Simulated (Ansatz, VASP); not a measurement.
# Two plane-wave programs on SrCl2

```xyz
3
Lattice="0.0000 3.4855 3.4855 3.4855 0.0000 3.4855 3.4855 3.4855 0.0000" Properties=species:S:1:pos:R:3 pbc="T T T"
Sr    0.0000    0.0000    0.0000
Cl    1.8677    1.7428    1.7428
Cl    5.3532    5.2283    5.2283
```

Change from the starting cell: all Cl atoms moved +0.125 Å, as atom 2 along Cartesian [1 0 0].

Alike in both runs: task single point; functional r2SCAN; k mesh 6 × 6 × 6; occupations gaussian, width 0.05 eV; no spin polarisation.

```csv
,VASP,Ansatz
version,VASP 6.6.1,Ansatz 0.2.0
potentials or method,"VASP PAW PBE potentials, release 64 (Sr_sv, Cl), cutoff 520 eV","scalar-relativistic, plane waves, PAW"
valence electrons in the cell,24,24
```

|  | VASP | Ansatz | Ansatz less VASP |
| --- | --- | --- | --- |
| gap on the k mesh at the Fermi level (eV) | 5.96 | 5.96 | 0.000 |
| least direct gap on the mesh (eV) | 5.98 | 5.98 | -0.001 |
| pressure (GPa) | 0.6 | 0.6 | -0.04 |
| traceless stress, the component that is largest in VASP (GPa) | -0.08 | -0.08 | +0.003 |
| rms of the force components (eV/Å) | 0.155 | 0.151 | -0.0032 |

VASP's potentials were made for PBE, not for r2SCAN. Atom by atom the forces differ by 0.003 eV/Å (rms over components).
